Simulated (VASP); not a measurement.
KI:

```
CELL_PARAMETERS angstrom
0.00000 3.54428 3.54428
3.59745 0.00000 3.54428
3.59745 3.54428 0.00000
ATOMIC_POSITIONS crystal
K 0.00000 0.00000 0.00000
I 0.50000 0.50000 0.50000
```

This cell differs from its parent crystal: uniaxial x strain +1.5%.

Base run:

| Property | Result |
| --- | --- |
| Program | VASP 6.6.1 |
| Functional | r2SCAN |
| Potentials or basis | VASP PAW PBE potentials, release 64 (K_sv, I) |
| Cutoff | 520 eV |
| k mesh | 6 × 6 × 6 |
| Occupations | gaussian, width 0.01 eV |
| Spin | no spin polarisation |

Its results: band gap on the k mesh 4.54 eV; pressure -0.2 GPa.

Question: The run is repeated on the same cell with these changes: functional from r2SCAN to PBE; occupations from gaussian, width 0.01 eV to fermi-dirac, width 0.02 eV. What comes out?

Answer: Band gap on the k mesh 3.91 eV; pressure 0.3 GPa.

Caveats: spin-orbit coupling is left out, which moves the levels of the heavy elements; the PAW data sets were made with another functional, which shifts forces and pressure a little (at least some runs).

